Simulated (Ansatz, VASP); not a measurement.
## One calculation of H, two programs

```
H
1.0
    10.00000    0.00000    0.00000
     0.00000   10.00000    0.00000
     0.00000    0.00000   10.00000
H
2
Direct
  0.50000 0.50000 0.44500
  0.50000 0.50000 0.55500
```

Alike in both runs: task single point; functional PBE; dispersion D4; k mesh 1 × 1 × 1; occupations gaussian, width 0.02 eV; no spin polarisation.

|  | VASP | Ansatz |
| --- | --- | --- |
| version | VASP 6.6.1 | Ansatz 0.2.0 |
| potentials or method | VASP PAW PBE potentials, release 64 (H) | scalar-relativistic, plane waves, PAW |
| plane-wave cutoff (eV) | 400 | 420 |
| valence electrons in the cell | 2 | 2 |

```csv
,VASP,Ansatz,Ansatz less VASP
gap on the k mesh at the Fermi level (eV),7.74,7.74,0.000
```
